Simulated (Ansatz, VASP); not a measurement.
# One calculation of TiC, two programs

```xyz
2
Lattice="0.0000 2.1304 2.1304 2.1304 0.0000 2.1304 2.1304 2.1304 0.0000" Properties=species:S:1:pos:R:3 pbc="T T T"
Ti    0.0000    0.0000    0.0000
C     2.1304    2.1304    2.1304
```

Alike in both runs: functional LDA; k mesh 16 × 16 × 16; occupations gaussian, width 0.1 eV; no spin polarisation.

Ansatz relaxed the structure, and its values are those at the end. VASP's run is a single point on that final structure, the one shown.

```csv
,VASP,Ansatz
version,VASP 6.6.1,Ansatz 0.2.0
potentials or method,"VASP PAW LDA potentials, release 64 (Ti_sv, C), cutoff 520 eV","scalar-relativistic, plane waves, PAW"
valence electrons in the cell,16,16
```

VASP gave:

- gap on the k mesh at the Fermi level (eV): none
- pressure (GPa): 0.7

**Question.** Which values does Ansatz return?

**Answer.** gap on the k mesh at the Fermi level (eV): none; pressure (GPa): 0.0.

LDA's correlation is that of Perdew and Zunger in VASP and of Perdew and Wang (1992) in Ansatz. A gap of «none» marks a metal or a gap that the smearing closes.
